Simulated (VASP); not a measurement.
Here is a VASP 6.6.1 calculation.

File INCAR:

```
ALGO     = Normal         # electronic algorithm
EDIFF    = 1E-6           # SCF threshold, eV
ENCUT    = 520            # plane-wave cutoff, eV
GGA      = PS             # functional
ISIF     = 2              # what is computed and relaxed
ISMEAR   = -1             # smearing method
LASPH    = T              # aspherical terms in the spheres
LCHARG   = F              # write CHGCAR
LREAL    = F              # projectors in reciprocal space
LWAVE    = F              # write WAVECAR
NBANDS   = 24             # bands
NELM     = 80             # most SCF steps
PREC     = Accurate       # precision mode
SIGMA    = 0.05           # smearing width, eV
```

KPOINTS

```
k-points
0
Gamma
  8 8 8
```

The input POSCAR:

```
AlNi3
1.0
    3.5230547267      0.0000000000      0.0000000000
    0.0000000000      3.5230547267      0.0000000000
    0.0000000000      0.0000000000      3.5230547267
Ni Al
3 1
Direct
    0.5000000000      0.5000000000      0.0000000000
    0.5000000000      0.0000000000      0.5000000000
    0.0000000000      0.5000000000      0.5000000000
    0.0000000000      0.0000000000      0.0000000000
```

Potentials or basis: VASP PAW PBE potentials, release 64 (Ni, Al).

Command:

```console
$ cat potpaw_PBE.64/Ni/POTCAR potpaw_PBE.64/Al/POTCAR > POTCAR
$ mpirun -np 1 vasp_std > vasp.out
```

Estimate the pressure.

-0.7 GPa.

What does it give for the band gap on the k mesh?

Zero (an odd number of electrons rules out a gap without spin polarisation).

Caveat: the PAW data sets were made with another functional, which shifts forces and pressure a little. Spin polarisation is off, so any magnetic state and its effect on volume and gap are missing.
